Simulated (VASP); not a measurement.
Cs:

```
Cs
1.0
     6.01496    0.00000    0.00000
     3.00748    5.20910    0.00000
     3.00748    1.73637    4.91119
Cs
1
Direct
  0.00000 0.00000 0.00000
```

This isn't the form of Cs at room conditions, which is bcc.

* Program: VASP 6.6.1
* Task: relaxation of cell and atoms
* Functional: revPBE
* Dispersion: D3(BJ)
* Potentials or basis: VASP PAW PBE potentials, release 64 (Cs_sv)
* Cutoff: 600 eV
* k mesh: 5 × 5 × 5
* Occupations: methfessel-paxton, width 0.2 eV
* Spin: non-collinear spin, zero start, spin-orbit coupling
* Starting moments: [[0.0, 0.0, 0.0]] μB

At the start: pressure -0.3 GPa; volume 153.88 Å³/atom.

Where does the relaxation end?

Over 6 steps the energy falls by 49.9 meV/atom and the volume is 115.53 Å³/atom (-24.9 %); space group Fm-3m (No. 225, to 0.1 Å) before and after; moment 0.00 μB per cell.

The path:
| step | energy change (eV) | largest force (eV/Å) | pressure (GPa) | volume (Å³) |
| --- | --- | --- | --- | --- |
| 1 | 0.0000 | 0.0000 | -0.34 | 153.88 |
| 2 | -0.0146 | 0.0000 | -0.31 | 146.70 |
| 3 | -0.0446 | 0.0000 | -0.16 | 126.52 |
| 4 | -0.0049 | 0.0000 | 0.72 | 91.87 |
| 5 | -0.0497 | 0.0000 | -0.04 | 117.86 |
| 6 | -0.0499 | 0.0000 | 0.01 | 115.53 |

Final structure:
```xyz
1
Lattice="5.4668 0.0000 0.0000 2.7334 4.7344 0.0000 2.7334 1.5781 4.4636" Properties=species:S:1:pos:R:3 pbc="T T T"
Cs    5.4668    0.0000    0.0000
```

Caveat: the volume moved by over 15 % at a fixed basis, so the end points are rough; the PAW data sets were made with another functional, which shifts forces and pressure a little.
